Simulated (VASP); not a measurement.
Set up this calculation in VASP 6.6.1, as the native input.

- Task: single point
- Functional: PBE
- Potentials or basis: VASP PAW PBE potentials, release 64 (Ti_sv, Al)
- Cutoff: 520 eV
- k mesh: 12 × 12 × 12
- Occupations: gaussian, width 0.1 eV
- Spin: no spin polarisation
- Dipole correction: no
- Further INCAR settings: ALGO = Fast; EDIFF = 1e-06; NBANDS = 28

The structure of Ti3Al lies in POSCAR:

```
Ti3Al
1.0
    4.0510490281      0.0000000000      0.0000000000
    0.0000000000      4.0510490281      0.0000000000
    0.0000000000      0.0000000000      4.0510490281
Ti Al
3 1
Direct
    0.0000000000      0.5000000000      0.5000000000
    0.5000000000      0.0000000000      0.5000000000
    0.5000000000      0.5000000000      0.0000000000
    0.0000000000      0.0000000000      0.0000000000
```

The cell was generated, and may not be a known phase.

The input as run:

INCAR

```
  PREC = Accurate
  ENCUT = 520
  EDIFF = 1E-6
  ISMEAR = 0
  SIGMA = 0.1
  LREAL = False
  LASPH = True
  NELM = 80
  ALGO = Fast
  ISIF = 2
  LWAVE = False
  LCHARG = False
  GGA = PE
  NBANDS = 28
```

KPOINTS

```
regular mesh
0
Gamma
  12 12 12
```

Potentials or basis: VASP PAW PBE potentials, release 64 (Ti_sv, Al).

Command:

```sh
$ cat potpaw_PBE.64/Ti_sv/POTCAR potpaw_PBE.64/Al/POTCAR > POTCAR
$ mpirun -np 1 vasp_std > vasp.out
```

It gave:

* Pressure: -0.1 GPa
* Band gap on the k mesh: zero (an odd number of electrons rules out a gap without spin polarisation)

Run time: 10 min on 1 thread of Intel Xeon 8259CL, on a shared host, peak memory 0.26 GiB.
